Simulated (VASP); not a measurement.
# Na3TlO (Pm-3m) in VASP: single point with PBE

Aim: the single point of Na3TlO with PBE.

All numbers are computed with VASP 6.6.1; they aren't measurements. Logs are shortened: lines on timing, memory, paths and dates and some standing lists are left out, and cuts for length are marked.

## (1) The cell of the first run

Symmetry: Pm-3m, No. 221, cubic system. The conventional cell has a = 4.759 Å, b = 4.759 Å, c = 4.759 Å, α = 90.00°, β = 90.00°, γ = 90.00°. Na (site symmetry 4/mmm) has 2 O at 2.38 Å within 3.1 Å. Within 3.1 Å of O (site symmetry m-3m) lie 6 Na at 2.38 Å. Within 4.4 Å of Tl (site symmetry m-3m) lie 12 Na at 3.37 Å and 8 O at 4.12 Å.

## (2) Single point, PBE, non-collinear spin, zero start, spin-orbit coupling

INCAR reads:

```
PREC = Accurate ; ENCUT = 520
EDIFF = 1E-6 ; ISMEAR = -1
SIGMA = 0.1 ; LREAL = False
LASPH = True ; NELM = 150
ALGO = Normal ; ISIF = 2
LWAVE = False ; LCHARG = True
LNONCOLLINEAR = True ; MAGMOM = 0 0 0 0 0 0 0 0 0 0 0 0 0 0 0
LORBIT = 11 ; LSORBIT = True
GGA_COMPAT = False ; LORBMOM = True
GGA = PE ; LVHAR = True
NBANDS = 55
```

KPOINTS reads:

```
Automatic mesh
0
Gamma
  6 6 6
```

POSCAR reads:

```
Na3TlO
1.0
    4.7594565016      0.0000000000      0.0000000000
    0.0000000000      4.7594565016      0.0000000000
    0.0000000000      0.0000000000      4.7594565016
Na O Tl
3 1 1
Direct
    0.5000000000      0.0000000000      0.5000000000
    0.0000000000      0.5000000000      0.5000000000
    0.5000000000      0.5000000000      0.0000000000
    0.5000000000      0.5000000000      0.5000000000
    0.0000000000      0.0000000000      0.0000000000
```

Potentials or basis: VASP PAW PBE potentials, release 64 (Na_pv, O, Tl_d).

The run is started by

```console
$ cat potpaw_PBE.64/Na_pv/POTCAR potpaw_PBE.64/O/POTCAR potpaw_PBE.64/Tl_d/POTCAR > POTCAR
$ mpirun -np 1 vasp_ncl > vasp.out
```

OUTCAR:

```text
PREC = Accurate
   ENCUT = 520
   EDIFF = 1E-6
   ISMEAR = -1
   LREAL = False
   LASPH = True
   NELM = 150
   ISIF = 2
   LNONCOLLINEAR = True
   LORBIT = 11
   LSORBIT = True
   GGA = PE

 ion  position               nearest neighbor table
   1  0.500  0.000  0.500-   4 2.38   4 2.38   5 3.37   5 3.37   5 3.37   5 3.37
   2  0.000  0.500  0.500-   4 2.38   4 2.38   5 3.37   5 3.37   5 3.37   5 3.37
   3  0.500  0.500  0.000-   4 2.38   4 2.38   5 3.37   5 3.37   5 3.37   5 3.37
   4  0.500  0.500  0.500-   1 2.38   2 2.38   3 2.38   3 2.38   1 2.38   2 2.38
   5  0.000  0.000  0.000-   1 3.37   2 3.37   3 3.37   1 3.37   2 3.37   2 3.37   3 3.37   2 3.37
                             1 3.37   3 3.37   1 3.37   3 3.37

  LATTYP: Found a simple cubic cell.
 ALAT       =     4.7594565016

  Lattice vectors:

 A1 = (   4.7594565016,   0.0000000000,   0.0000000000)
 A2 = (   0.0000000000,   4.7594565016,   0.0000000000)
 A3 = (   0.0000000000,   0.0000000000,   4.7594565016)

Analysis of symmetry for initial positions (statically):
=====================================================================
 Subroutine PRICEL returns:
 Original cell was already a primitive cell.

 Routine SETGRP: Setting up the symmetry group for a
 simple cubic supercell.

 Subroutine GETGRP returns: Found 48 space group operations
 (whereof 48 operations were pure point group operations)
 out of a pool of 48 trial point group operations.

The static configuration has the point symmetry O_h .

Analysis of symmetry for dynamics (positions and initial velocities):
=====================================================================
 Subroutine PRICEL returns:
 Original cell was already a primitive cell.

 Routine SETGRP: Setting up the symmetry group for a
 simple cubic supercell.

 Subroutine GETGRP returns: Found 48 space group operations
 (whereof 48 operations were pure point group operations)
 out of a pool of 48 trial point group operations.

The dynamic configuration has the point symmetry O_h .

Analysis of structural, dynamic, and magnetic symmetry:
=====================================================================
 Subroutine PRICEL returns:
 Original cell was already a primitive cell.

 Routine SETGRP: Setting up the symmetry group for a
 simple cubic supercell.

 Subroutine GETGRP returns: Found 48 space group operations
 (whereof 48 operations were pure point group operations)
 out of a pool of 48 trial point group operations.

The overall configuration has the point symmetry O_h .

[... 1288 lines left out ...]
  ---------------------------------------------------
  free  energy   TOTEN  =       -14.6617999129 eV

  energy  without entropy=      -14.5982312201  energy(sigma->0) =      -14.63001557

 orbital moment (x)

 # of ion     p       d       tot
 ----------------------------------------
  1         0.000   0.000   0.000
  2         0.000   0.000   0.000
  3        -0.000   0.000  -0.000
  4         0.000   0.000   0.000
  5        -0.000   0.000   0.000
 ----------------------------------------
           -0.000   0.000   0.000

 orbital moment (y)

 # of ion     p       d       tot
 ----------------------------------------
  1         0.000   0.000   0.000
  2         0.000   0.000   0.000
  3         0.000   0.000   0.000
  4         0.000   0.000   0.000
  5         0.000  -0.000  -0.000
 ----------------------------------------
            0.000  -0.000  -0.000

 orbital moment (z)

 # of ion     p       d       tot
 ----------------------------------------
  1         0.000   0.000   0.000
  2         0.000   0.000   0.000
  3         0.000   0.000   0.000
  4         0.000   0.000   0.000
  5         0.000   0.000   0.000
 ----------------------------------------
            0.000   0.000   0.000

 Spin-Orbit-Coupling matrix elements

 Ion:    1  E_soc:     -0.0005841
 l=   1
     0.0000000    -0.0001161    -0.0001161
    -0.0001161     0.0000000    -0.0000599
    -0.0001161    -0.0000599     0.0000000
 l=   2
     0.0000000     0.0000000     0.0000000     0.0000000     0.0000000
     0.0000000     0.0000000     0.0000000     0.0000000     0.0000000
     0.0000000     0.0000000     0.0000000     0.0000000     0.0000000
     0.0000000     0.0000000     0.0000000     0.0000000     0.0000000
     0.0000000     0.0000000     0.0000000     0.0000000     0.0000000
 l=   3
     0.0000000     0.0000000     0.0000000     0.0000000     0.0000000     0.0000000     0.0000000
     0.0000000     0.0000000     0.0000000     0.0000000     0.0000000     0.0000000     0.0000000
     0.0000000     0.0000000     0.0000000     0.0000000     0.0000000     0.0000000     0.0000000
     0.0000000     0.0000000     0.0000000     0.0000000     0.0000000     0.0000000     0.0000000
[... 69 lines left out ...]
 l=   2
     0.0000000    -0.0101386     0.0000000    -0.0101386    -0.0404240
    -0.0101386     0.0000000    -0.0303180    -0.0101386    -0.0101060
     0.0000000    -0.0303180     0.0000000    -0.0303180     0.0000000
    -0.0101386    -0.0101386    -0.0303180     0.0000000    -0.0101060
    -0.0404240    -0.0101060     0.0000000    -0.0101060     0.0000000
 l=   3
     0.0000000     0.0000000     0.0000000     0.0000000     0.0000000     0.0000000     0.0000000
     0.0000000     0.0000000     0.0000000     0.0000000     0.0000000     0.0000000     0.0000000
     0.0000000     0.0000000     0.0000000     0.0000000     0.0000000     0.0000000     0.0000000
     0.0000000     0.0000000     0.0000000     0.0000000     0.0000000     0.0000000     0.0000000
     0.0000000     0.0000000     0.0000000     0.0000000     0.0000000     0.0000000     0.0000000
     0.0000000     0.0000000     0.0000000     0.0000000     0.0000000     0.0000000     0.0000000
     0.0000000     0.0000000     0.0000000     0.0000000     0.0000000     0.0000000     0.0000000

 total charge

# of ion       s       p       d       tot
------------------------------------------
    1        0.080   5.988   0.000   6.068
    2        0.080   5.988   0.000   6.068
    3        0.080   5.988   0.000   6.068
    4        1.564   3.318   0.000   4.882
    5        1.170   0.468   9.609  11.248
--------------------------------------------------
tot          2.974  21.751   9.609  34.334

 magnetization (x)

# of ion       s       p       d       tot
------------------------------------------
    1        0.000  -0.000   0.000  -0.000
    2       -0.000  -0.000   0.000  -0.000
    3       -0.000   0.000   0.000  -0.000
    4        0.000   0.000   0.000   0.000
    5       -0.000   0.000   0.000   0.000
--------------------------------------------------
tot         -0.000   0.000   0.000   0.000

 magnetization (y)

# of ion       s       p       d       tot
------------------------------------------
    1        0.000  -0.000   0.000   0.000
    2       -0.000   0.000   0.000  -0.000
    3       -0.000   0.000   0.000  -0.000
    4        0.000   0.000   0.000   0.000
    5        0.000  -0.000   0.000  -0.000
--------------------------------------------------
tot          0.000  -0.000   0.000  -0.000

 magnetization (z)

# of ion       s       p       d       tot
------------------------------------------
    1        0.000  -0.000   0.000  -0.000
    2       -0.000   0.000   0.000  -0.000
    3       -0.000  -0.000   0.000  -0.000
    4       -0.000   0.000   0.000  -0.000
    5        0.000  -0.000   0.000  -0.000
--------------------------------------------------
tot         -0.000  -0.000   0.000  -0.000
```

OSZICAR:

```text
N       E                     dE             d eps       ncg     rms          rms(c)
DAV:   1     0.430108180989E+03    0.43011E+03   -0.20008E+04  2200   0.162E+03
DAV:   2     0.365518227746E+02   -0.39356E+03   -0.37245E+03  2240   0.475E+02
DAV:   3    -0.165598032391E+02   -0.53112E+02   -0.51420E+02  2515   0.166E+02
DAV:   4    -0.192383623305E+02   -0.26786E+01   -0.26510E+01  2522   0.351E+01
DAV:   5    -0.192999162589E+02   -0.61554E-01   -0.61527E-01  2768   0.562E+00    0.103E+01
DAV:   6    -0.151092098487E+02    0.41907E+01   -0.16227E+01  2865   0.230E+01    0.631E+00
DAV:   7    -0.148408569089E+02    0.26835E+00   -0.23560E+00  2464   0.727E+00    0.189E+00
DAV:   8    -0.150923741440E+02   -0.25152E+00   -0.94247E-01  2649   0.618E+00    0.434E+00
DAV:   9    -0.146758961042E+02    0.41648E+00   -0.92371E-01  2770   0.498E+00    0.886E-01
DAV:  10    -0.146638714811E+02    0.12025E-01   -0.79807E-02  2493   0.118E+00    0.463E-01
DAV:  11    -0.146665095200E+02   -0.26380E-02   -0.53034E-02  2743   0.853E-01    0.558E-01
DAV:  12    -0.146617094571E+02    0.48001E-02   -0.14395E-02  2704   0.503E-01    0.294E-02
DAV:  13    -0.146618715719E+02   -0.16211E-03   -0.15651E-03  2369   0.155E-01    0.669E-02
DAV:  14    -0.146617990175E+02    0.72554E-04   -0.17609E-04  2885   0.620E-02    0.386E-03
DAV:  15    -0.146618008512E+02   -0.18337E-05   -0.89065E-06  2247   0.149E-02    0.529E-03
DAV:  16    -0.146617999129E+02    0.93828E-06   -0.59818E-07  1766   0.481E-03
   1 F= -.14661800E+02 E0= -.14630016E+02  d E =-.635687E-01  mag=     0.0000    -0.0000     0.0000
```

It took 7 min on 1 thread of Intel Xeon 8259CL, shared host; peak memory 0.49 GiB.

Results:

```yaml
Free_energy: -14.6618 eV
Pressure: 0.1 GPa
Net_moment: 0.00 μB per cell
Valence_electrons_inside_the_program's_atomic_spheres: Na 6.07; O 4.88; Tl 11.25
```

Moments on the atoms (μB; x, y, z):
```
Na  0.00 0.00 0.00
Na  0.00 0.00 0.00
Na  0.00 0.00 0.00
O   0.00 0.00 0.00
Tl  0.00 0.00 0.00
```
